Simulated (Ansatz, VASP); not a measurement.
This is a calculation of BN for VASP 6.6.1.

File INCAR:

```
SYSTEM = BN
PREC = Accurate ; ENCUT = 520
EDIFF = 1E-6 ; ISMEAR = -1
SIGMA = 0.05 ; LREAL = .FALSE.
LASPH = .TRUE. ; NELM = 100
ALGO = Normal ; ISIF = 2
LWAVE = .FALSE. ; LCHARG = .TRUE.
LELF = .TRUE. ; LVHAR = .TRUE.
NBANDS = 11
```

KPOINTS

```
regular mesh
0
G
  13 13 9
  0 0 0
```

File POSCAR:

```
BN
1.0
    2.5080409239      0.0000000000      0.0000000000
   -1.2467107647      2.1762310413      0.0000000000
   -0.6306650796     -1.0881155206      3.0225400000
N B
1 1
Direct
    0.6685060000      0.3323850000      0.9849990000
    0.9796430000      0.9834990000      0.0018060000
```

Potentials or basis: VASP PAW LDA potentials, release 64 (N, B).

Launch:

```bash
$ cat potpaw_LDA.64/N/POTCAR potpaw_LDA.64/B/POTCAR > POTCAR
$ mpirun -np 1 vasp_std > vasp.out
```

Task: Translate it to Ansatz 0.2.0. Potentials there: all-electron LAPW, scalar-relativistic.

Result: As run (the cutoff follows the program's own potentials):

Contents of input.yaml:

```yaml
crystal:
  lattice:
    - [2.5080409239, 0.0, 0.0]
    - [-1.2467107647, 2.1762310413, 0.0]
    - [-0.6306650796, -1.0881155206, 3.02254]
  atoms:
    - { symbol: "N", position: [0.668506, 0.332385, 0.984999] }
    - { symbol: B, position: [0.979643, 0.983499, 0.001806] }
kpoints:
  mp_grid: { grid: [13, 13, 9] }
scf:
  occupations: { method: fermi_dirac, width: 0.05 }
hamiltonian:
  xc: lda
  pseudopotentials: { kind: all_electron, lapw: { basis_error: 0.001 } }
output:
  forces: true
  stress: true
  eigenvalues: true
```

Potentials or basis: all-electron LAPW, scalar-relativistic.

Launch:

```console
$ ansatz run input.yaml --threads 1 --pin off --max-ram 3072MiB --backend cpu --events-out ev --progress --plain --runs-dir out
```

Both were run:

|  | VASP | Ansatz | Ansatz less VASP |
| --- | --- | --- | --- |
| gap on the k mesh at the Fermi level (eV) | 2.63 | 2.64 | +0.012 |
| least direct gap on the mesh (eV) | 4.39 | 4.40 | +0.006 |
| pressure (GPa) | -3.5 | -3.8 | -0.31 |
| traceless stress, the component that is largest in VASP (GPa) | -9.13 | -9.36 | -0.227 |
| rms of the force components (eV/Å) | 1.558 | 1.564 | +0.0061 |

LDA's correlation is that of Perdew and Zunger in VASP and of Perdew and Wang (1992) in Ansatz. Atom by atom the forces differ by 0.007 eV/Å (rms over components). Ansatz ran all-electron here, and VASP with PAW potentials.
